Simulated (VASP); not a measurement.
# PtBr2 (P4/mmm) in VASP: further runs

PtBr2 is run at these levels: PBE; tasks: single point.

Everything below comes from runs of VASP 6.6.1. Logs are shortened: lines on timing, memory, paths and dates and some standing lists are left out, and cuts for length are marked.

### 1 The cell of the first run

The structure is tetragonal, space group P4/mmm (No. 123). Conventional cell: a = 3.678 Å, b = 3.678 Å, c = 5.202 Å, α = 90.00°, β = 90.00°, γ = 90.00°. Pt (site symmetry 4/mmm) has 6 Br at 2.60 Å within 3.4 Å. Br (site symmetry 4/mmm) has 2 Pt at 2.60 Å within 3.4 Å. Br (site symmetry 4/mmm) has 4 Pt at 2.60 Å within 3.4 Å.

### 2 Single point, PBE

Contents of INCAR:

```
SYSTEM = PtBr2
ALGO = Normal
EDIFF = 1E-6
ENCUT = 520
GGA = PE
ISIF = 2
ISMEAR = 0
LASPH = .TRUE.
LCHARG = .FALSE.
LREAL = .FALSE.
LWAVE = .FALSE.
NBANDS = 19
NELM = 80
PREC = Accurate
SIGMA = 0.1
```

Contents of KPOINTS:

```
k-points
0
G
  6 6 4
  0 0 0
```

Contents of POSCAR:

```
PtBr2
1.0
    3.6783694800      0.0000000000      0.0000000000
    0.0000000000      3.6783694800      0.0000000000
    0.0000000000      0.0000000000      5.2020000000
Pt Br
1 2
Direct
    0.0000000000      0.0000000000      0.0000000000
    0.0000000000      0.0000000000      0.5000000000
    0.5000000000      0.5000000000      0.0000000000
```

Potentials or basis: VASP PAW PBE potentials, release 64 (Pt, Br).

On the command line:

```bash
$ cat potpaw_PBE.64/Pt/POTCAR potpaw_PBE.64/Br/POTCAR > POTCAR
$ mpirun -np 1 vasp_std > vasp.out
```

OUTCAR:

```text
SYSTEM = PtBr2
   EDIFF = 1E-6
   ENCUT = 520
   GGA = PE
   ISIF = 2
   ISMEAR = 0
   LASPH = .TRUE.
   LREAL = .FALSE.
   NELM = 80
   PREC = Accurate

 ion  position               nearest neighbor table
   1  0.000  0.000  0.000-   2 2.60   2 2.60   3 2.60   3 2.60   3 2.60   3 2.60
   2  0.000  0.000  0.500-   1 2.60   1 2.60
   3  0.500  0.500  0.000-   1 2.60   1 2.60   1 2.60   1 2.60

  LATTYP: Found a simple tetragonal cell.
 ALAT       =     3.6783694800
 C/A-ratio  =     1.4142135607

  Lattice vectors:

 A1 = (   3.6783694800,   0.0000000000,   0.0000000000)
 A2 = (   0.0000000000,   3.6783694800,   0.0000000000)
 A3 = (   0.0000000000,   0.0000000000,   5.2020000000)

Analysis of symmetry for initial positions (statically):
=====================================================================
 Subroutine PRICEL returns:
 Original cell was already a primitive cell.

 Routine SETGRP: Setting up the symmetry group for a
 simple tetragonal supercell.

 Subroutine GETGRP returns: Found 16 space group operations
 (whereof 16 operations were pure point group operations)
 out of a pool of 16 trial point group operations.

The static configuration has the point symmetry D_4h.

Analysis of symmetry for dynamics (positions and initial velocities):
=====================================================================
 Subroutine PRICEL returns:
 Original cell was already a primitive cell.

 Routine SETGRP: Setting up the symmetry group for a
 simple tetragonal supercell.

 Subroutine GETGRP returns: Found 16 space group operations
 (whereof 16 operations were pure point group operations)
 out of a pool of 16 trial point group operations.

The dynamic configuration has the point symmetry D_4h.

 Subroutine INISYM returns: Found 16 space group operations
 (whereof 16 operations are pure point group operations),
 and found     1 'primitive' translations

----------------------------------------------------------------------------------------

                                     Primitive cell

  volume of cell :      70.3852

  direct lattice vectors                    reciprocal lattice vectors
     3.678369480  0.000000000  0.000000000     0.271859585  0.000000000  0.000000000
     0.000000000  3.678369480  0.000000000     0.000000000  0.271859585  0.000000000
     0.000000000  0.000000000  5.202000000     0.000000000  0.000000000  0.192233756

  length of vectors
     3.678369480  3.678369480  5.202000000     0.271859585  0.271859585  0.192233756

  position of ions in fractional coordinates (direct lattice)
     0.000000000  0.000000000  0.000000000
     0.000000000  0.000000000  0.500000000
     0.500000000  0.500000000  0.000000000

  ion indices of the primitive-cell ions
   primitive index   ion index
                 1           1
                 2           2
                 3           3

----------------------------------------------------------------------------------------

 KPOINTS: k-points

Automatic generation of k-mesh.
 Grid dimensions read from file:
 generate k-points for:    6    6    4

 Generating k-lattice:

  Cartesian coordinates                     Fractional coordinates (reciprocal lattice)
     0.045309931  0.000000000  0.000000000     0.166666667  0.000000000  0.000000000
     0.000000000  0.045309931  0.000000000     0.000000000  0.166666667  0.000000000
     0.000000000  0.000000000  0.048058439     0.000000000  0.000000000  0.250000000

  Length of vectors
     0.045309931  0.045309931  0.048058439

  Shift w.r.t. Gamma in fractional coordinates (k-lattice)
     0.000000000  0.000000000  0.000000000

 Subroutine IBZKPT returns following result:
 ===========================================

 Found     30 irreducible k-points:

 Following reciprocal coordinates:
            Coordinates               Weight
  0.000000  0.000000  0.000000      1.000000
  0.166667  0.000000  0.000000      4.000000
  0.333333  0.000000  0.000000      4.000000
  0.500000  0.000000  0.000000      2.000000
  0.166667  0.166667  0.000000      4.000000
  0.333333  0.166667  0.000000      8.000000
[... 16 lines left out ...]
  0.333333  0.000000  0.500000      4.000000
  0.500000  0.000000  0.500000      2.000000
 [... further k-points ...]
   k-points           NKPTS =     30   k-points in BZ     NKDIM =     30   number of bands    NBANDS=     19
   number of dos      NEDOS =    301   number of ions     NIONS =      3
   total plane-waves  NPLWV =  31360
   dimension x,y,z NGX =    28 NGY =   28 NGZ =   40
   dimension x,y,z NGXF=    56 NGYF=   56 NGZF=   80
   ions per type =               1   2
   NGX,Y,Z   is equivalent  to a cutoff of  12.65, 12.65, 12.78 a.u.
   NGXF,Y,Z  is equivalent  to a cutoff of  25.31, 25.31, 25.57 a.u.
 SYSTEM =  PtBr2
   PREC   = accura    normal or accurate (medium, high low for compatibility)
   ISTART =      0    job   : 0-new  1-cont  2-samecut
   ICHARG =      2    charge: 1-file 2-atom 10-const
   ISPIN  =      1    spin polarized calculation?
   LNONCOLLINEAR =      F non collinear calculations
   LSORBIT =      F    spin-orbit coupling
   LASPH  =      T    aspherical Exc in radial PAW
   ENCUT  =  520.0 eV  38.22 Ry    6.18 a.u.   6.84  6.84  9.67*2*pi/ulx,y,z
   NELM   =     80;   NELMIN=  2; NELMDL= -5     # of ELM steps
   EDIFF  = 0.1E-05   stopping-criterion for ELM
   LREAL  =      F    real-space projection
   EDIFFG = 0.1E-04   stopping-criterion for IOM
   NSW    =      0    number of steps for IOM
   IBRION =     -1    ionic relax: 0-MD 1-quasi-New 2-CG
   NFREE  =      0    steps in history (QN), initial steepest desc. (CG)
   ISIF   =      2    stress and relaxation
   ISYM   =      2    0-nonsym 1-usesym 2-fastsym
   POTIM  = 0.5000    time-step for ionic-motion
   TEBEG  =    0.0;   TEEND  =   0.0 temperature during run
   PSTRESS=    0.0 pullay stress
   NELECT =      24.0000    total number of electrons
   NUPDOWN=      -1.0000    fix difference up-down
   EMIN   =  10.00;   EMAX   =-10.00  energy-range for DOS
   EFERMI =   0.00;   METHOD = LEGACY
   ISMEAR =     0;   SIGMA  =   0.10  broadening in eV -4-tet -1-fermi 0-gaus
   EFERMI_NEDOS =   21; number of points for ismear=-14 and -15
   IALGO  =     38    algorithm
   IMIX   =      4    mixing-type and parameters
     AMIX     =   0.40;   BMIX     =  1.00
     AMIX_MAG =   1.60;   BMIX_MAG =  1.00
  volume/ion in A,a.u.               =      23.46       158.33
  Fermi-wavevector in a.u.,A,eV,Ry     =   1.143716  2.161310 17.797597  1.308086
  Thomas-Fermi vector in A             =   2.280410
   LORBIT       =      0    0 simple, 1 ext, 2 COOP (PROOUT), +10 PAW based schemes
   GGA     = PE    functional components
   LHFCALC =     F    Hartree Fock is set to
   AEXX    =    0.0000 exact exchange contribution
   IVDW    =     0    specifies the selected vdW correction
   LEPSILON=     F    determine dielectric tensor
   LRPA    =     F    only Hartree local field effects (RPA)
 non-spin polarized calculation
 Gauss-broadening in eV      SIGMA  =   0.10
  energy-cutoff  :      520.00
  volume of cell :       70.39
 maximum number of plane-waves:      1920
 NGX is ok and might be reduce to    28
   NGX = 13   NGY = 13   NGZ = 19

 number of electron      24.0000005 magnetization

 Free energy of the ion-electron system (eV)
  ---------------------------------------------------
  ext. energy  EPLUGINS =         0.00000000
  ---------------------------------------------------
  free energy    TOTEN  =        -9.13536079 eV

  energy without entropy =       -9.12939395  energy(sigma->0) =       -9.13237737

 E-fermi :   3.7638     XC(G=0):  -9.8687

 val. band max:        3.5887674659   @ k =   0.5000   0.3333   0.5000
 cond. band min:       3.7653866949   @ k =   0.0000   0.0000   0.5000
 fundamental gap:      0.1766192290
 Fermi energy:         3.7637713412

 k-point     1 :       0.0000    0.0000    0.0000
  band No.  band energies     occupation
      1     -12.6268      2.00000
      2     -10.7570      2.00000
      3      -1.1004      2.00000
      4       0.3161      2.00000
      5       0.3161      2.00000
      6       0.3623      2.00000
[... 11 lines left out ...]
     18      15.4341      0.00000
     19      15.6154      0.00000

 k-point     2 :       0.1667    0.0000    0.0000
  band No.  band energies     occupation
      1     -12.4789      2.00000
      2     -10.7309      2.00000
      3      -1.2501      2.00000
      4      -1.0015      2.00000
      5      -0.7704      2.00000
      6       0.9847      2.00000
[... 11 lines left out ...]
     18      14.7343      0.00000
     19      15.4551      0.00000

 k-point     3 :       0.3333    0.0000    0.0000
  band No.  band energies     occupation
      1     -12.1397      2.00000
      2     -10.7001      2.00000
      3      -2.8014      2.00000
      4      -1.6555      2.00000
      5      -0.7486      2.00000
      6       0.6110      2.00000
[... 11 lines left out ...]
     18      13.3964      0.00000
     19      14.1221      0.00000

 k-point     4 :       0.5000    0.0000    0.0000
  band No.  band energies     occupation
      1     -11.9369      2.00000
      2     -10.7051      2.00000
      3      -3.4068      2.00000
      4      -1.9602      2.00000
      5      -0.5562      2.00000
      6       0.3153      2.00000
[... 407 lines left out ...]
     18      13.0598      0.00000
     19      13.9835      0.00000

 k-point    23 :       0.3333    0.0000    0.5000
  band No.  band energies     occupation
      1     -12.0936      2.00000
      2     -10.5590      2.00000
      3      -3.1359      2.00000
      4      -1.6728      2.00000
      5      -1.6463      2.00000
      6      -1.1059      2.00000
[... 11 lines left out ...]
     18      12.6466      0.00000
     19      13.4297      0.00000

 k-point    24 :       0.5000    0.0000    0.5000
  band No.  band energies     occupation
      1     -11.9271      2.00000
      2     -10.4941      2.00000
      3      -3.7342      2.00000
      4      -1.9550      2.00000
      5      -1.6720      2.00000
      6      -1.4193      2.00000
[... 11 lines left out ...]
     18      12.6973      0.00000
     19      13.0966      0.00000

 [... further k-points ...]

------------------------ aborting loop because EDIFF is reached ----------------------------------------

  FORCE on cell =-STRESS in cart. coord.  units (eV):
  Direction    XX          YY          ZZ          XY          YZ          ZX
  --------------------------------------------------------------------------------------
  -------------------------------------------------------------------------------------
  Total        2.5651899      2.5651899     -1.2652648      0.0000000      0.0000000      0.0000000
  in kB       58.3914235     58.3914235    -28.8012242      0.0000000      0.0000000      0.0000000
  external PRESSURE =      29.3272076 kB  Pullay stress =       0.0000000 kB

 VOLUME and BASIS-vectors are now :
 -----------------------------------------------------------------------------
  energy-cutoff  :      520.00
  volume of cell :       70.39
      direct lattice vectors                 reciprocal lattice vectors
     3.678369480  0.000000000  0.000000000     0.271859585  0.000000000  0.000000000
     0.000000000  3.678369480  0.000000000     0.000000000  0.271859585  0.000000000
     0.000000000  0.000000000  5.202000000     0.000000000  0.000000000  0.192233756

 POSITION                                       TOTAL-FORCE (eV/Angst)
 -----------------------------------------------------------------------------------
      0.00000      0.00000      0.00000         0.000000      0.000000      0.000000
      0.00000      0.00000      2.60100         0.000000      0.000000      0.000000
      1.83918      1.83918      0.00000         0.000000      0.000000      0.000000
 -----------------------------------------------------------------------------------
    total drift:                               -0.000000      0.000000     -0.000000

  FREE ENERGIE OF THE ION-ELECTRON SYSTEM (eV)
  ---------------------------------------------------
  free  energy   TOTEN  =        -9.1353607898 eV

  energy  without entropy=       -9.1293939457  energy(sigma->0) =       -9.13237737
```

Run time: 32 s. Hardware: 1 thread of Intel Xeon 6975P-C, shared host; peak memory 0.2 GiB.

Results:

```
Free energy            : -9.1354 eV
Pressure               : 2.9 GPa
Band gap on the k mesh : zero (band 12 reaches 6.00 eV, above the bottom of band 13 at 2.49 eV)
```

Caveat: spin-orbit coupling is left out, which moves the levels of the heavy elements.

### 3 Single point, PBE, collinear spin, ferromagnetic start

Contents of INCAR:

```
SYSTEM = PtBr2
  PREC = Accurate
  ENCUT = 520
  EDIFF = 1E-6
  ISMEAR = 0
  SIGMA = 0.1
  LREAL = .FALSE.
  LASPH = .TRUE.
  NELM = 150
  ALGO = Normal
  ISIF = 2
  LWAVE = .FALSE.
  LCHARG = .TRUE.
  ISPIN = 2
  MAGMOM = 1 0 0
  LORBIT = 11
  LMAXMIX = 4
  GGA = PE
  LELF = .TRUE.
  LVHAR = .TRUE.
  NBANDS = 23
```

Contents of KPOINTS:

```
regular mesh
0
G
  6 6 4
  0 0 0
```

POSCAR is that of step 2.

Potentials or basis: VASP PAW PBE potentials, release 64 (Pt, Br).

On the command line:

```bash
$ cat potpaw_PBE.64/Pt/POTCAR potpaw_PBE.64/Br/POTCAR > POTCAR
$ mpirun -np 1 vasp_std > vasp.out
```

Wall time 99 s (1 thread of Intel Xeon 6975P-C, shared host); peak memory 0.24 GiB.

The run converged. Its results:

```
Free energy                                           : -9.1354 eV
Pressure                                              : 2.9 GPa
Band gap on the k mesh                                : zero (filled and empty bands overlap)
Net moment                                            : 0.00 μB per cell
Valence electrons inside the program's atomic spheres : Pt 9.11; Br 4.81, 4.82
```

Stress tensor (GPa, compression positive):
```
 5.84  0.00  0.00
 0.00  5.84  0.00
 0.00  0.00 -2.89
```

Levels at points of the mesh, in eV from the Fermi level:
Spin up:
| k point | band 8 | band 9 | band 10 | band 11 | band 12 | band 13 | band 14 | band 15 | band 16 | band 17 |
| --- | --- | --- | --- | --- | --- | --- | --- | --- | --- | --- |
| (0.00, 0.00, 0.00) | -2.17 | -2.17 | -1.90 | -1.53 | -0.78 | -0.78 | 0.65 | 5.90 | 8.39 | 11.67 |
| (0.50, 0.00, 0.00) | -2.08 | -1.86 | -1.28 | -0.80 | -0.53 | 2.23 | 5.41 | 6.56 | 7.99 | 8.29 |
| (0.50, 0.50, 0.00) | -2.58 | -2.10 | -2.10 | -2.06 | -1.48 | -1.28 | 0.34 | 6.34 | 8.46 | 8.46 |
| (0.00, 0.00, 0.50) | -2.78 | -2.78 | -2.67 | -0.78 | 0.00 | 0.00 | 4.96 | 7.65 | 8.39 | 8.41 |
| (0.50, 0.00, 0.50) | -1.70 | -1.37 | -0.58 | 0.15 | 2.23 | 2.67 | 4.38 | 5.31 | 7.28 | 8.44 |
| (0.50, 0.50, 0.50) | -2.76 | -1.48 | -1.38 | -1.28 | -0.89 | -0.89 | 5.21 | 8.26 | 8.66 | 8.66 |
Spin down:
```csv
k point,band 9,band 10,band 11,band 12,band 13,band 14,band 15,band 16
"(0.00, 0.00, 0.00)",-2.17,-1.90,-1.53,-0.78,-0.78,0.65,5.90,8.39
"(0.50, 0.00, 0.00)",-1.86,-1.28,-0.80,-0.53,2.23,5.41,6.56,7.99
"(0.50, 0.50, 0.00)",-2.10,-2.10,-2.06,-1.48,-1.28,0.34,6.34,8.46
"(0.00, 0.00, 0.50)",-2.78,-2.67,-0.78,0.00,0.00,4.96,7.65,8.39
"(0.50, 0.00, 0.50)",-1.37,-0.58,0.15,2.23,2.67,4.38,5.31,7.28
"(0.50, 0.50, 0.50)",-1.48,-1.38,-1.27,-0.89,-0.89,5.21,8.26,8.66
```

Caveat: spin-orbit coupling is left out, which moves the levels of the heavy elements.
